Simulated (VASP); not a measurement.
# Tl (P6_3/mmc) in VASP: notebook

Runs on Tl. Level: PBE. Tasks: single point.

Program: VASP 6.6.1. These are calculated values, not measurements. Logs are shortened: lines on timing, memory, paths and dates and some standing lists are left out, and cuts for length are marked.

### 1 The cell of the first run

Symmetry: P6_3/mmc, No. 194, hexagonal system. The conventional cell has a = 2.809 Å, b = 2.809 Å, c = 4.608 Å, α = 90.00°, β = 90.00°, γ = 120.00°. Tl (site symmetry -6m2) has 12 Tl at 2.81 to 2.82 Å within 3.7 Å.

### 2 Single point, PBE

Contents of INCAR:

```
PREC     = Accurate       # precision mode
ENCUT    = 520            # plane-wave cutoff, eV
EDIFF    = 1E-6           # SCF threshold, eV
ISMEAR   = -1             # smearing method
SIGMA    = 0.1            # smearing width, eV
LREAL    = False          # projectors in reciprocal space
LASPH    = True           # aspherical terms in the spheres
NELM     = 100            # most SCF steps
ALGO     = Normal         # electronic algorithm
ISIF     = 2              # what is computed and relaxed
LWAVE    = False          # write WAVECAR
LCHARG   = False          # write CHGCAR
GGA      = PE             # functional
NBANDS   = 20             # bands
```

Contents of KPOINTS:

```
regular mesh
0
Gamma
  14 14 8
```

Contents of POSCAR:

```
Tl
1.0
    2.8085242578      0.0000000000      0.0000000000
   -1.4042621289      2.4322533544      0.0000000000
    0.0000000000      0.0000000000      4.6083820846
Tl
2
Direct
    0.3333333333      0.6666666667      0.2500000000
    0.6666666667      0.3333333333      0.7500000000
```

Potentials or basis: VASP PAW PBE potentials, release 64 (Tl_d).

The run is started by

```bash
cat potpaw_PBE.64/Tl_d/POTCAR > POTCAR
mpirun -np 1 vasp_std > vasp.out
```

OUTCAR:

```text
PREC = Accurate
   ENCUT = 520
   EDIFF = 1E-6
   ISMEAR = -1
   LREAL = False
   LASPH = True
   NELM = 100
   ISIF = 2
   GGA = PE

 ion  position               nearest neighbor table
   1  0.333  0.667  0.250-   2 2.82   2 2.82   2 2.82   2 2.82   2 2.82   2 2.82   2 3.98   2 3.98
                             2 3.98   2 3.98   2 3.98   2 3.98
   2  0.667  0.333  0.750-   1 2.82   1 2.82   1 2.82   1 2.82   1 2.82   1 2.82   1 3.98   1 3.98
                             1 3.98   1 3.98   1 3.98   1 3.98

  LATTYP: Found a hexagonal cell.
 ALAT       =     2.8085242578
 C/A-ratio  =     1.6408553609

  Lattice vectors:

 A1 = (   2.8085242578,   0.0000000000,   0.0000000000)
 A2 = (  -1.4042621289,   2.4322533544,   0.0000000000)
 A3 = (   0.0000000000,   0.0000000000,   4.6083820846)

Analysis of symmetry for initial positions (statically):
=====================================================================
 Subroutine PRICEL returns:
 Original cell was already a primitive cell.

 Routine SETGRP: Setting up the symmetry group for a
 hexagonal supercell.

 Subroutine GETGRP returns: Found 24 space group operations
 (whereof 12 operations were pure point group operations)
 out of a pool of 24 trial point group operations.

The static configuration has the point symmetry D_3d.
 The point group associated with its full space group is D_6h.

Analysis of symmetry for dynamics (positions and initial velocities):
=====================================================================
 Subroutine PRICEL returns:
 Original cell was already a primitive cell.

 Routine SETGRP: Setting up the symmetry group for a
 hexagonal supercell.

 Subroutine GETGRP returns: Found 24 space group operations
 (whereof 12 operations were pure point group operations)
 out of a pool of 24 trial point group operations.

The dynamic configuration has the point symmetry D_3d.
 The point group associated with its full space group is D_6h.

 Subroutine INISYM returns: Found 24 space group operations
 (whereof 12 operations are pure point group operations),
 and found     1 'primitive' translations

----------------------------------------------------------------------------------------

                                     Primitive cell

  volume of cell :      31.4801

[... 81 lines left out ...]
   ICHARG =      2    charge: 1-file 2-atom 10-const
   ISPIN  =      1    spin polarized calculation?
   LNONCOLLINEAR =      F non collinear calculations
   LSORBIT =      F    spin-orbit coupling
   LASPH  =      T    aspherical Exc in radial PAW
   ENCUT  =  520.0 eV  38.22 Ry    6.18 a.u.   5.22  5.22  8.57*2*pi/ulx,y,z
   NELM   =    100;   NELMIN=  2; NELMDL= -5     # of ELM steps
   EDIFF  = 0.1E-05   stopping-criterion for ELM
   LREAL  =      F    real-space projection
   EDIFFG = 0.1E-04   stopping-criterion for IOM
   NSW    =      0    number of steps for IOM
   IBRION =     -1    ionic relax: 0-MD 1-quasi-New 2-CG
   NFREE  =      0    steps in history (QN), initial steepest desc. (CG)
   ISIF   =      2    stress and relaxation
   ISYM   =      2    0-nonsym 1-usesym 2-fastsym
   POTIM  = 0.5000    time-step for ionic-motion
   TEBEG  =    0.0;   TEEND  =   0.0 temperature during run
   PSTRESS=    0.0 pullay stress
   NELECT =      26.0000    total number of electrons
   NUPDOWN=      -1.0000    fix difference up-down
   EMIN   =  10.00;   EMAX   =-10.00  energy-range for DOS
   EFERMI =   0.00;   METHOD = LEGACY
   ISMEAR =    -1;   SIGMA  =   0.10  broadening in eV -4-tet -1-fermi 0-gaus
   EFERMI_NEDOS =   21; number of points for ismear=-14 and -15
   IALGO  =     38    algorithm
   IMIX   =      4    mixing-type and parameters
     AMIX     =   0.40;   BMIX     =  1.00
     AMIX_MAG =   1.60;   BMIX_MAG =  1.00
  volume/ion in A,a.u.               =      15.74       106.22
  Fermi-wavevector in a.u.,A,eV,Ry     =   1.535987  2.902594 32.099615  2.359255
  Thomas-Fermi vector in A             =   2.642699
   LORBIT       =      0    0 simple, 1 ext, 2 COOP (PROOUT), +10 PAW based schemes
   GGA     = PE    functional components
   LHFCALC =     F    Hartree Fock is set to
   AEXX    =    0.0000 exact exchange contribution
   IVDW    =     0    specifies the selected vdW correction
   LEPSILON=     F    determine dielectric tensor
   LRPA    =     F    only Hartree local field effects (RPA)
 non-spin polarized calculation
  energy-cutoff  :      520.00
  volume of cell :       31.48
 maximum number of plane-waves:       860
 NGX is ok and might be reduce to    24
   NGX = 11   NGY = 11   NGZ = 17

 number of electron      25.9999995 magnetization

 Free energy of the ion-electron system (eV)
  ---------------------------------------------------
  ext. energy  EPLUGINS =         0.00000000
  ---------------------------------------------------
  free energy    TOTEN  =         1.25349903 eV

  energy without entropy =        1.27461439  energy(sigma->0) =        1.26405671

 E-fermi :  16.0063     XC(G=0): -13.5366

 val. band max:       16.0022870785   @ k =   0.1429   0.0714   0.2500
 cond. band min:      16.0377656650   @ k =   0.2857   0.0714   0.0000
 fundamental gap:      0.0354785865
 Fermi energy:        16.0063285964

 k-point     1 :       0.0000    0.0000    0.0000
  band No.  band energies     occupation
      1      -0.4181      2.00000
      2       0.3481      2.00000
      3       1.8459      2.00000
      4       1.9891      2.00000
      5       1.9891      2.00000
      6       2.2214      2.00000
[... 541 lines left out ...]
     19      23.5224      0.00000
     20      34.2184      0.00000

 [... further k-points ...]

------------------------ aborting loop because EDIFF is reached ----------------------------------------

  FORCE on cell =-STRESS in cart. coord.  units (eV):
  Direction    XX          YY          ZZ          XY          YZ          ZX
  --------------------------------------------------------------------------------------
  -------------------------------------------------------------------------------------
  Total       23.7842825     23.7842825     23.8862979      0.0000000      0.0000000      0.0000000
  in kB     1210.5010429   1210.5010429   1215.6931148      0.0000000      0.0000000      0.0000000
  external PRESSURE =    1212.2317335 kB  Pullay stress =       0.0000000 kB

 VOLUME and BASIS-vectors are now :
 -----------------------------------------------------------------------------
  energy-cutoff  :      520.00
  volume of cell :       31.48
      direct lattice vectors                 reciprocal lattice vectors
     2.808524258  0.000000000  0.000000000     0.356058879  0.205570690  0.000000000
    -1.404262129  2.432253354  0.000000000     0.000000000  0.411141380  0.000000000
     0.000000000  0.000000000  4.608382085     0.000000000  0.000000000  0.216995896

 POSITION                                       TOTAL-FORCE (eV/Angst)
 -----------------------------------------------------------------------------------
     -0.00000      1.62150      1.15210        -0.000000     -0.000000      0.000000
      1.40426      0.81075      3.45629         0.000000      0.000000      0.000000
 -----------------------------------------------------------------------------------
    total drift:                               -0.000000      0.000000      0.000000

  FREE ENERGIE OF THE ION-ELECTRON SYSTEM (eV)
  ---------------------------------------------------
  free  energy   TOTEN  =         1.2534990298 eV

  energy  without entropy=        1.2746143949  energy(sigma->0) =        1.26405671
```

OSZICAR:

```text
N       E                     dE             d eps       ncg     rms          rms(c)
DAV:   1     0.152533571506E+03    0.15253E+03   -0.15082E+04  4832   0.135E+03
DAV:   2     0.414834798610E+01   -0.14839E+03   -0.14524E+03  5276   0.319E+02
DAV:   3     0.102657111546E+01   -0.31218E+01   -0.31122E+01  5572   0.420E+01
DAV:   4     0.101459970536E+01   -0.11971E-01   -0.11970E-01  5196   0.290E+00
DAV:   5     0.101451213717E+01   -0.87568E-04   -0.87568E-04  5512   0.256E-01    0.229E+01
DAV:   6     0.118743763450E+01    0.17293E+00   -0.12881E-01  5068   0.388E+00    0.140E+01
DAV:   7     0.124961104974E+01    0.62173E-01   -0.10945E-01  5040   0.361E+00    0.598E-01
DAV:   8     0.125352254517E+01    0.39115E-02   -0.20338E-02  5092   0.132E+00    0.106E-01
DAV:   9     0.125350388309E+01   -0.18662E-04   -0.14969E-04  5508   0.105E-01    0.311E-02
DAV:  10     0.125349885214E+01   -0.50309E-05   -0.11498E-05  5368   0.416E-02    0.900E-03
DAV:  11     0.125349902982E+01    0.17768E-06   -0.30474E-06  4500   0.150E-02
   1 F= 0.12534990E+01 E0= 0.12640567E+01  d E =-.211154E-01
```

stdout:

```text
POSCAR found type information on POSCAR Tl
 POSCAR found :  1 types and       2 ions
 scaLAPACK will be used
 LDA part: xc-table for (Slater+PW92), standard interpolation
 POSCAR, INCAR and KPOINTS ok, starting setup
 FFT: planning ... GRIDC
 FFT: planning ... GRID_SOFT
 FFT: planning ... GRID
 WAVECAR not read
 entering main loop
```

Run time: 28 s. Hardware: 1 thread of AMD EPYC 9R45 (Zen 5), shared host; peak memory 0.17 GiB.

What came out:

- Free energy: 1.2535 eV
- Pressure: 121.2 GPa
- Band gap on the k mesh: zero (bands 13 and 14 overlap by 9.17 eV)

Caveat: the cell stands under pressure; spin-orbit coupling is left out, which moves the levels of the heavy elements.

[end of part 1 of 2]

The gap in the log of VASP goes by the Fermi energy; the results here count the filled bands.